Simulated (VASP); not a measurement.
A run of VASP 6.6.1:

Contents of INCAR:

```
  PREC = Accurate
  ENCUT = 520
  EDIFF = 1E-6
  ISMEAR = -1
  SIGMA = 0.1
  LREAL = False
  LASPH = True
  NELM = 100
  ALGO = Normal
  ISIF = 2
  LWAVE = False
  LCHARG = False
  GGA = PS
  NBANDS = 18
```

The input KPOINTS:

```
regular mesh
0
Gamma
  13 13 13
```

Contents of POSCAR:

```
Yb
1.0
   -1.9124323599      1.9124323599      1.9124323599
    1.9124323599     -1.9124323599      1.9124323599
    1.9124323599      1.9124323599     -1.9124323599
Yb
1
Direct
    0.0000000000      0.0000000000      0.0000000000
```

Potentials or basis: VASP PAW PBE potentials, release 64 (Yb).

The run is started by

```sh
$ cat potpaw_PBE.64/Yb/POTCAR > POTCAR
$ mpirun -np 1 vasp_std > vasp.out
```

Hardware: 1 thread of Intel(R) Xeon(R) Platinum 8259CL CPU @ 2.50GHz (Skylake/Cascade Lake), on a shared host.

Task: How long does it take, and how much memory?

Result: It took 85 s on 1 thread of Intel(R) Xeon(R) Platinum 8259CL CPU @ 2.50GHz (Skylake/Cascade Lake) (shared host), peak memory 0.19 GiB. Counts: scf iterations 22, k points 84.
